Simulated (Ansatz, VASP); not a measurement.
## Rb: VASP beside Ansatz

```
Rb
1.0
     5.06647    0.00000    0.00000
    -2.53324    4.38769    0.00000
     0.00000    0.00000    8.20769
Rb
2
Direct
  0.33333 0.66667 0.25000
  0.66667 0.33333 0.75000
```

Alike in both runs: task relaxation of cell and atoms; functional PBE; k mesh 9 × 9 × 5; occupations fermi-dirac, width 0.08 eV; no spin polarisation.

|  | VASP | Ansatz |
| --- | --- | --- |
| version | VASP 6.6.1 | Ansatz 0.2.0 |
| potentials or method | VASP PAW PBE potentials, release 64 (Rb_sv) | PAW with Ansatz's default frozen-core files, scalar-relativistic |
| plane-wave cutoff (eV) | 600 | 420 |
| valence electrons in the cell | 18 | 18 |

|  | VASP | Ansatz | Ansatz less VASP |
| --- | --- | --- | --- |
| relaxed volume (Å³/atom) | 91.61 | 91.57 | -0.045 |
| relaxed length of the cell vector where the two differ most in proportion (Å) | 5.044 | 5.042 | -0.0018 |
